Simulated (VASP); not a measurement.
Write the native input for VASP 6.6.1 that does the following.

```
Task                   : single point
Functional             : PBE
Potentials or basis    : VASP PAW PBE potentials, release 64 (Sn_d, Se)
Cutoff                 : 520 eV
k mesh                 : 14 × 14 × 14
Occupations            : fermi-dirac, width 0.1 eV
Spin                   : no spin polarisation
Dipole correction      : no
Further INCAR settings : ALGO = Normal; EDIFF = 1e-06; NBANDS = 17
```

The structure of SnSe (CsCl type) lies in POSCAR:

```
SnSe
1.0
    3.6800460442      0.0000000000      0.0000000000
    0.0000000000      3.6800460442      0.0000000000
    0.0000000000      0.0000000000      3.6800460442
Sn Se
1 1
Direct
    0.0000000000      0.0000000000      0.0000000000
    0.5000000000      0.5000000000      0.5000000000
```

One way to write it, as run:

INCAR

```
SYSTEM = SnSe
ALGO = Normal ; EDIFF = 1E-6
ENCUT = 520 ; GGA = PE
ISIF = 2 ; ISMEAR = -1
LASPH = .True. ; LCHARG = .False.
LREAL = .False. ; LWAVE = .False.
NBANDS = 17 ; NELM = 100
PREC = Accurate ; SIGMA = 0.1
```

KPOINTS

```
k-points
0
Gamma
  14 14 14
  0 0 0
```

Potentials or basis: VASP PAW PBE potentials, release 64 (Sn_d, Se).

Launch:

```console
$ cat potpaw_PBE.64/Sn_d/POTCAR potpaw_PBE.64/Se/POTCAR > POTCAR
$ mpirun -np 1 vasp_std > vasp.out
```

It gave:

The pressure is 0.0 GPa and the band gap on the k mesh is zero (band 10 reaches 6.48 eV, above the bottom of band 11 at 5.14 eV).

Caveat: spin-orbit coupling is left out, which moves the levels of the heavy elements.

Wall time 25 s on 1 thread of Intel(R) Xeon(R) 6975P-C (Granite Rapids) (shared host), peak memory 0.23 GiB.
